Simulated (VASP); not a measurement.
Input of a VASP 6.6.1 run:

File INCAR:

```
SYSTEM = ScPt
PREC = Accurate
ENCUT = 520
EDIFF = 1E-8
ISMEAR = -1
SIGMA = 0.05
LREAL = .FALSE.
LASPH = .TRUE.
NELM = 60
ALGO = Normal
ISIF = 2
LWAVE = .FALSE.
LCHARG = .FALSE.
LEFG = .TRUE.
NBANDS = 18
```

KPOINTS

```
regular mesh
0
G
  10 10 10
  0 0 0
```

Contents of POSCAR:

```
ScPt
1.0
    3.3341339293      0.0000000000      0.0000000000
    0.0000000000      3.3341339293      0.0000000000
    0.0000000000      0.0000000000      3.3341339293
Sc Pt
1 1
Direct
    0.5000000000      0.5000000000      0.5000000000
    0.0000000000      0.0000000000      0.0000000000
```

Potentials or basis: VASP PAW LDA potentials, release 64 (Sc_sv, Pt).

Run with:

```bash
$ cat potpaw_LDA.64/Sc_sv/POTCAR potpaw_LDA.64/Pt/POTCAR > POTCAR
$ mpirun -np 1 vasp_std > vasp.out
```

Q: Predict the pressure.

A: -12.0 GPa.

Q: Estimate the band gap on the k mesh.

A: Zero (an odd number of electrons rules out a gap without spin polarisation).

Caveat: the cell stands under tension; spin-orbit coupling is left out, which moves the levels of the heavy elements.
